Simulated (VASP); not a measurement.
Crystal: Se.

```
Se
1.0
     4.36620    0.00000    0.00000
    -2.18310    3.78124    0.00000
     0.00000    0.00000    5.00314
Se
3
Direct
  0.77460 0.77460 0.00000
  0.00000 0.22540 0.66667
  0.22540 0.00000 0.33333
```

Base run:

```yaml
Program: VASP 6.6.1
Functional: PBE
Potentials_or_basis: VASP PAW PBE potentials, release 64 (Se)
Cutoff: 520 eV
k_mesh: 6 × 6 × 5
Occupations: fermi-dirac, width 0.05 eV
Spin: no spin polarisation
```

Its results: band gap on the k mesh 1.33 eV, indirect (least direct gap 1.42 eV); pressure 2.1 GPa; largest force 0.312 eV/Å.

The run is repeated on the same cell with these changes: functional from PBE to PBEsol; further incar settings from ALGO = Normal; EDIFF = 1e-07; NBANDS = 16 to ALGO = Normal; EDIFF = 1e-06; NBANDS = 16. What comes out?

Band gap on the k mesh 1.25 eV, indirect (least direct gap 1.37 eV); pressure -0.4 GPa; largest force 0.215 eV/Å.

Caveats: the PAW data sets were made with another functional, which shifts forces and pressure a little (some runs).

A k mesh can miss the band edges.
